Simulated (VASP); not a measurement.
ZnSe, 2 atoms in the cell. Symmetry: F-43m, No. 216, cubic system. Conventional cell: a = 5.655 Å, b = 5.655 Å, c = 5.655 Å, α = 90.00°, β = 90.00°, γ = 90.00°. Within 3.2 Å of Zn (site symmetry -43m) lie 4 Se at 2.45 Å. Within 3.2 Å of Se (site symmetry -43m) lie 4 Zn at 2.45 Å. 

* Program: VASP 6.6.1
* Task: single point
* Functional: PBE
* Dispersion: D3(BJ)
* Potentials or basis: VASP PAW PBE potentials, release 64 (Zn, Se)
* Cutoff: 500 eV
* k mesh: 8 × 8 × 8
* Occupations: gaussian, width 0.02 eV
* Spin: no spin polarisation
* Dipole correction: no
* Further INCAR settings: ALGO = Normal; EDIFF = 1e-06; NBANDS = 16

Potentials or basis: VASP PAW PBE potentials, release 64 (Zn, Se).

The run is started by

```console
$ cat potpaw_PBE.64/Zn/POTCAR potpaw_PBE.64/Se/POTCAR > POTCAR
$ mpirun -np 1 vasp_std > vasp.out
```

Hardware: 1 thread of Intel Xeon 8259CL (shared host).

Q: Estimate the wall time of this run.

A: It took 34 s on 1 thread of Intel Xeon 8259CL (shared host), peak memory 0.18 GiB. Counts: scf iterations 13, k points 29.
